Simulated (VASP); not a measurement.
# ZrTi2N3 (I4/mmm) in VASP: single point with PBE

Aim: the single point of ZrTi2N3 with PBE.

Program: VASP 6.6.1. These are calculated values, not measurements. Logs are shortened: lines on timing, memory, paths and dates and some standing lists are left out, and cuts for length are marked.

## (1) The cell of the first run

It takes space group I4/mmm (No. 139, tetragonal). Conventional cell: a = 3.108 Å, b = 3.108 Å, c = 13.143 Å, α = 90.00°, β = 90.00°, γ = 90.00°. Within 2.9 Å of Zr (site symmetry 4/mmm) lie 6 N at 2.20 to 2.23 Å. Ti (site symmetry 4mm) has 6 N at 2.06 to 2.28 Å within 2.7 Å. Within 2.7 Å of N (site symmetry 4mm) lie 5 Ti at 2.06 to 2.20 Å and 1 Zr at 2.23 Å. Within 2.9 Å of N (site symmetry 4/mmm) lie 4 Zr at 2.20 Å and 2 Ti at 2.28 Å.

## (2) Single point, PBE

Contents of INCAR:

```
SYSTEM = ZrTi2N3
  PREC = Accurate
  ENCUT = 520
  EDIFF = 1E-6
  ISMEAR = 0
  SIGMA = 0.1
  LREAL = .FALSE.
  LASPH = .TRUE.
  NELM = 100
  ALGO = Normal
  ISIF = 2
  LWAVE = .FALSE.
  LCHARG = .FALSE.
  GGA = PE
  NBANDS = 34
```

Contents of KPOINTS:

```
regular mesh
0
G
  16 16 16
  0 0 0
```

Contents of POSCAR:

```
ZrTi2N3
1.0
   -1.5541088557      1.5541088557      6.5715898368
    1.5541088557     -1.5541088557      6.5715898368
    1.5541088557      1.5541088557     -6.5715898368
Zr Ti N
1 2 3
Direct
    0.0000000000      0.0000000000      0.0000000000
    0.6737515148      0.6737515148      0.0000000000
    0.3262484852      0.3262484852      0.0000000000
    0.1697905685      0.1697905685      0.0000000000
    0.8302094315      0.8302094315      0.0000000000
    0.5000000000      0.5000000000      0.0000000000
```

Potentials or basis: VASP PAW PBE potentials, release 64 (Zr_sv, Ti_sv, N).

Command:

```sh
cat potpaw_PBE.64/Zr_sv/POTCAR potpaw_PBE.64/Ti_sv/POTCAR potpaw_PBE.64/N/POTCAR > POTCAR
mpirun -np 1 vasp_std > vasp.out
```

OUTCAR:

```text
SYSTEM = ZrTi2N3
   PREC = Accurate
   ENCUT = 520
   EDIFF = 1E-6
   ISMEAR = 0
   LREAL = .FALSE.
   LASPH = .TRUE.
   NELM = 100
   ISIF = 2
   GGA = PE

 ion  position               nearest neighbor table
   1  0.000  0.000  0.000-   6 2.20   6 2.20   6 2.20   6 2.20   5 2.23   4 2.23   2 3.17   3 3.17
                             3 3.17   2 3.17   3 3.17   2 3.17   3 3.17   2 3.17
   2  0.674  0.674  0.000-   5 2.06   4 2.20   4 2.20   4 2.20   4 2.20   6 2.28   1 3.17   1 3.17
                             1 3.17   1 3.17
   3  0.326  0.326  0.000-   4 2.06   5 2.20   5 2.20   5 2.20   5 2.20   6 2.28   1 3.17   1 3.17
                             1 3.17   1 3.17
   4  0.170  0.170  0.000-   3 2.06   2 2.20   2 2.20   2 2.20   2 2.20   1 2.23
   5  0.830  0.830  0.000-   2 2.06   3 2.20   3 2.20   3 2.20   3 2.20   1 2.23
   6  0.500  0.500  0.000-   1 2.20   1 2.20   1 2.20   1 2.20   3 2.28   2 2.28

  LATTYP: Found a body centered tetragonal cell.
 ALAT       =     3.1082177114
 C/A-ratio  =     4.2285260860

  Lattice vectors:

 A1 = (  -1.5541088557,   1.5541088557,   6.5715898368)
 A2 = (   1.5541088557,  -1.5541088557,   6.5715898368)
 A3 = (   1.5541088557,   1.5541088557,  -6.5715898368)

Analysis of symmetry for initial positions (statically):
=====================================================================
 Subroutine PRICEL returns:
 Original cell was already a primitive cell.

 Routine SETGRP: Setting up the symmetry group for a
 body centered tetragonal supercell.

 Subroutine GETGRP returns: Found 16 space group operations
 (whereof 16 operations were pure point group operations)
 out of a pool of 16 trial point group operations.

The static configuration has the point symmetry D_4h.

Analysis of symmetry for dynamics (positions and initial velocities):
=====================================================================
 Subroutine PRICEL returns:
 Original cell was already a primitive cell.

 Routine SETGRP: Setting up the symmetry group for a
 body centered tetragonal supercell.

 Subroutine GETGRP returns: Found 16 space group operations
 (whereof 16 operations were pure point group operations)
 out of a pool of 16 trial point group operations.

The dynamic configuration has the point symmetry D_4h.

 Subroutine INISYM returns: Found 16 space group operations
 (whereof 16 operations are pure point group operations),
 and found     1 'primitive' translations

----------------------------------------------------------------------------------------

                                     Primitive cell

  volume of cell :      63.4882

  direct lattice vectors                    reciprocal lattice vectors
    -1.554108856  1.554108856  6.571589837     0.000000000  0.321727785  0.076085089
     1.554108856 -1.554108856  6.571589837     0.321727785  0.000000000  0.076085089
     1.554108856  1.554108856 -6.571589837     0.321727785  0.321727785  0.000000000

  length of vectors
     6.929379601  6.929379601  6.929379601     0.330602040  0.330602040  0.454991797

  position of ions in fractional coordinates (direct lattice)
     0.000000000  0.000000000  0.000000000
     0.673751515  0.673751515  0.000000000
     0.326248485  0.326248485  0.000000000
     0.169790568  0.169790568  0.000000000
     0.830209432  0.830209432  0.000000000
     0.500000000  0.500000000  0.000000000

  ion indices of the primitive-cell ions
   primitive index   ion index
                 1           1
                 2           2
                 3           3
                 4           4
                 5           5
                 6           6

----------------------------------------------------------------------------------------

 KPOINTS: regular mesh

Automatic generation of k-mesh.
 Grid dimensions read from file:
 generate k-points for:   16   16   16

 Generating k-lattice:

  Cartesian coordinates                     Fractional coordinates (reciprocal lattice)
     0.000000000  0.020107987  0.004755318     0.062500000  0.000000000 -0.000000000
     0.020107987  0.000000000  0.004755318     0.000000000  0.062500000 -0.000000000
     0.020107987  0.020107987  0.000000000     0.000000000  0.000000000  0.062500000

  Length of vectors
     0.020662627  0.020662627  0.028436987

  Shift w.r.t. Gamma in fractional coordinates (k-lattice)
     0.000000000  0.000000000  0.000000000

 Subroutine IBZKPT returns following result:
 ===========================================

 Found    349 irreducible k-points:

 Following reciprocal coordinates:
            Coordinates               Weight
  0.000000  0.000000  0.000000      1.000000
  0.062500  0.000000  0.000000      8.000000
  0.125000  0.000000  0.000000      8.000000
  0.187500  0.000000  0.000000      8.000000
  0.250000  0.000000  0.000000      8.000000
  0.312500 -0.000000  0.000000      8.000000
[... 16 lines left out ...]
 -0.125000  0.062500  0.000000     16.000000
 -0.062500  0.062500  0.000000      4.000000
 [... further k-points ...]
   k-points           NKPTS =    349   k-points in BZ     NKDIM =    349   number of bands    NBANDS=     34
   number of dos      NEDOS =    301   number of ions     NIONS =      6
   total plane-waves  NPLWV = 157464
   dimension x,y,z NGX =    54 NGY =   54 NGZ =   54
   dimension x,y,z NGXF=   108 NGYF=  108 NGZF=  108
   ions per type =               1   2   3
   NGX,Y,Z   is equivalent  to a cutoff of  12.96, 12.96, 12.96 a.u.
   NGXF,Y,Z  is equivalent  to a cutoff of  25.91, 25.91, 25.91 a.u.
 SYSTEM =  ZrTi2N3
   PREC   = accura    normal or accurate (medium, high low for compatibility)
   ISTART =      0    job   : 0-new  1-cont  2-samecut
   ICHARG =      2    charge: 1-file 2-atom 10-const
   ISPIN  =      1    spin polarized calculation?
   LNONCOLLINEAR =      F non collinear calculations
   LSORBIT =      F    spin-orbit coupling
   LASPH  =      T    aspherical Exc in radial PAW
   ENCUT  =  520.0 eV  38.22 Ry    6.18 a.u.  12.88 12.88 12.88*2*pi/ulx,y,z
   NELM   =    100;   NELMIN=  2; NELMDL= -5     # of ELM steps
   EDIFF  = 0.1E-05   stopping-criterion for ELM
   LREAL  =      F    real-space projection
   EDIFFG = 0.1E-04   stopping-criterion for IOM
   NSW    =      0    number of steps for IOM
   IBRION =     -1    ionic relax: 0-MD 1-quasi-New 2-CG
   NFREE  =      0    steps in history (QN), initial steepest desc. (CG)
   ISIF   =      2    stress and relaxation
   ISYM   =      2    0-nonsym 1-usesym 2-fastsym
   POTIM  = 0.5000    time-step for ionic-motion
   TEBEG  =    0.0;   TEEND  =   0.0 temperature during run
   PSTRESS=    0.0 pullay stress
   NELECT =      51.0000    total number of electrons
   NUPDOWN=      -1.0000    fix difference up-down
   EMIN   =  10.00;   EMAX   =-10.00  energy-range for DOS
   EFERMI =   0.00;   METHOD = LEGACY
   ISMEAR =     0;   SIGMA  =   0.10  broadening in eV -4-tet -1-fermi 0-gaus
   EFERMI_NEDOS =   21; number of points for ismear=-14 and -15
   IALGO  =     38    algorithm
   IMIX   =      4    mixing-type and parameters
     AMIX     =   0.40;   BMIX     =  1.00
     AMIX_MAG =   1.60;   BMIX_MAG =  1.00
  volume/ion in A,a.u.               =      10.58        71.41
  Fermi-wavevector in a.u.,A,eV,Ry     =   1.521833  2.875848 31.510780  2.315977
  Thomas-Fermi vector in A             =   2.630495
   LORBIT       =      0    0 simple, 1 ext, 2 COOP (PROOUT), +10 PAW based schemes
   GGA     = PE    functional components
   LHFCALC =     F    Hartree Fock is set to
   AEXX    =    0.0000 exact exchange contribution
   IVDW    =     0    specifies the selected vdW correction
   LEPSILON=     F    determine dielectric tensor
   LRPA    =     F    only Hartree local field effects (RPA)
 non-spin polarized calculation
 Gauss-broadening in eV      SIGMA  =   0.10
  energy-cutoff  :      520.00
  volume of cell :       63.49
 maximum number of plane-waves:      1740
 NGX is ok and might be reduce to    54
   NGX = 25   NGY = 25   NGZ = 25

 number of electron      50.9999999 magnetization

 Free energy of the ion-electron system (eV)
  ---------------------------------------------------
  ext. energy  EPLUGINS =         0.00000000
  ---------------------------------------------------
  free energy    TOTEN  =       -59.31797559 eV

  energy without entropy =      -59.30542260  energy(sigma->0) =      -59.31169909

 E-fermi :  11.3507     XC(G=0): -12.6996

 val. band max:       11.3502004723   @ k =  -0.1250   0.1875   0.0625
 cond. band min:      11.3540040113   @ k =  -0.3125   0.4375   0.1250
 fundamental gap:      0.0038035390
 Fermi energy:        11.3507026752

 k-point     1 :       0.0000    0.0000    0.0000
  band No.  band energies     occupation
      1     -46.5278      2.00000
      2     -46.4587      2.00000
      3     -37.9158      2.00000
      4     -22.8914      2.00000
      5     -22.7478      2.00000
      6     -22.7478      2.00000
[... 26 lines left out ...]
     33      13.5582      0.00000
     34      13.5582      0.00000

 k-point     2 :       0.0625    0.0000    0.0000
  band No.  band energies     occupation
      1     -46.5264      2.00000
      2     -46.4586      2.00000
      3     -37.9128      2.00000
      4     -22.8915      2.00000
      5     -22.7638      2.00000
      6     -22.7455      2.00000
[... 26 lines left out ...]
     33      13.5414      0.00000
     34      13.5447      0.00000

 k-point     3 :       0.1250    0.0000    0.0000
  band No.  band energies     occupation
      1     -46.5222      2.00000
      2     -46.4583      2.00000
      3     -37.9041      2.00000
      4     -22.8932      2.00000
      5     -22.8019      2.00000
      6     -22.7388      2.00000
[... 26 lines left out ...]
     33      13.5080      0.00000
     34      13.5546      0.00000
[... 704 lines left out ...]
 k-point    23 :      -0.1250    0.0625    0.0000
  band No.  band energies     occupation
      1     -46.5208      2.00000
      2     -46.4582      2.00000
      3     -37.9010      2.00000
      4     -22.8930      2.00000
      5     -22.7999      2.00000
      6     -22.7526      2.00000
[... 26 lines left out ...]
     33      13.5017      0.00000
     34      13.5469      0.00000

 k-point    24 :      -0.0625    0.0625    0.0000
  band No.  band energies     occupation
      1     -46.5249      2.00000
      2     -46.4585      2.00000
      3     -37.9097      2.00000
      4     -22.8916      2.00000
      5     -22.7660      2.00000
      6     -22.7563      2.00000
[... 26 lines left out ...]
     33      13.5236      0.00000
     34      13.5487      0.00000

 [... further k-points ...]

------------------------ aborting loop because EDIFF is reached ----------------------------------------

  FORCE on cell =-STRESS in cart. coord.  units (eV):
  Direction    XX          YY          ZZ          XY          YZ          ZX
  --------------------------------------------------------------------------------------
  -------------------------------------------------------------------------------------
  Total        0.1348659      0.1348659      0.1596017      0.0000000     -0.0000000      0.0000000
  in kB        3.4034504      3.4034504      4.0276781      0.0000000     -0.0000000      0.0000000
  external PRESSURE =       3.6115263 kB  Pullay stress =       0.0000000 kB

 VOLUME and BASIS-vectors are now :
 -----------------------------------------------------------------------------
  energy-cutoff  :      520.00
  volume of cell :       63.49
      direct lattice vectors                 reciprocal lattice vectors
    -1.554108856  1.554108856  6.571589837     0.000000000  0.321727785  0.076085089
     1.554108856 -1.554108856  6.571589837     0.321727785  0.000000000  0.076085089
     1.554108856  1.554108856 -6.571589837     0.321727785  0.321727785  0.000000000

 POSITION                                       TOTAL-FORCE (eV/Angst)
 -----------------------------------------------------------------------------------
      0.00000      0.00000      0.00000        -0.000000     -0.000000      0.000000
      0.00000      0.00000      8.85524        -0.000000     -0.000000     -0.010227
      0.00000      0.00000      4.28794        -0.000000     -0.000000      0.010227
      0.00000      0.00000      2.23159         0.000000      0.000000     -0.015299
      0.00000      0.00000     10.91159         0.000000      0.000000      0.015299
      0.00000      0.00000      6.57159        -0.000000     -0.000000      0.000000
 -----------------------------------------------------------------------------------
    total drift:                                0.000000     -0.000000     -0.000000

  FREE ENERGIE OF THE ION-ELECTRON SYSTEM (eV)
  ---------------------------------------------------
  free  energy   TOTEN  =       -59.3179755860 eV

  energy  without entropy=      -59.3054226029  energy(sigma->0) =      -59.31169909
```

Wall time 38 min (1 thread of AMD EPYC 9R45 (Zen 5), shared host); peak memory 0.87 GiB.

Results:

| Item | Value |
| --- | --- |
| Free energy | -59.3180 eV |
| Pressure | 0.4 GPa |
| Largest force | 0.015 eV/Å |
| Band gap on the k mesh | zero (an odd number of electrons rules out a gap without spin polarisation) |

Forces on the atoms (eV/Å):
```
Zr   0.000  0.000  0.000
Ti   0.000  0.000 -0.010
Ti   0.000  0.000  0.010
N    0.000  0.000 -0.015
N    0.000  0.000  0.015
N    0.000  0.000  0.000
```

Caveat: an odd number of electrons without spin polarisation forces a metal; a magnetic or distorted state may lie lower.
